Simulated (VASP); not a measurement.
A run of VASP 6.6.1:

File POSCAR:

```
SnSe
1.0
    0.0000000000      3.3908400000      3.3908400000
    3.3908400000      0.0000000000      3.3908400000
    3.3908400000      3.3908400000      0.0000000000
Sn Se
1 1
Direct
    0.0000000000      0.0000000000      0.0000000000
    0.7500000000      0.7500000000      0.7500000000
```

The input INCAR.step1:

```
SYSTEM = SnSe
ALGO = Normal
EDIFF = 1E-4
ENCUT = 520
GGA = PE
ISMEAR = -1
LASPH = .TRUE.
LCHARG = .FALSE.
LREAL = .FALSE.
LWAVE = .TRUE.
NBANDS = 17
NELM = 100
PREC = Accurate
SIGMA = 0.05
```

Contents of INCAR.step2:

```
SYSTEM = SnSe
ALGO = Normal
EDIFF = 1E-6
ENCUT = 520
ISIF = 2
ISMEAR = -1
ISTART = 1
LASPH = .TRUE.
LCHARG = .TRUE.
LELF = .TRUE.
LMIXTAU = .TRUE.
LREAL = .FALSE.
LVHAR = .TRUE.
LWAVE = .FALSE.
METAGGA = R2SCAN
NBANDS = 17
NELM = 100
PREC = Accurate
SIGMA = 0.05
```

The input KPOINTS:

```
k-points
0
G
  4 4 4
  0 0 0
```

Potentials or basis: VASP PAW PBE potentials, release 64 (Sn_d, Se).

Launch:

```sh
$ cat potpaw_PBE.64/Sn_d/POTCAR potpaw_PBE.64/Se/POTCAR > POTCAR
$ cp INCAR.step1 INCAR
$ mpirun -np 1 vasp_std > vasp.out
$ cp INCAR.step2 INCAR
$ mpirun -np 1 vasp_std > vasp.out
```

Hardware: 1 thread of Intel(R) Xeon(R) 6975P-C (Granite Rapids) (shared host).

Estimate the wall time of this run.

Run time: 24 s on 1 thread of Intel(R) Xeon(R) 6975P-C (Granite Rapids), with other jobs on the host, peak memory 0.21 GiB. Counts: k points 8.
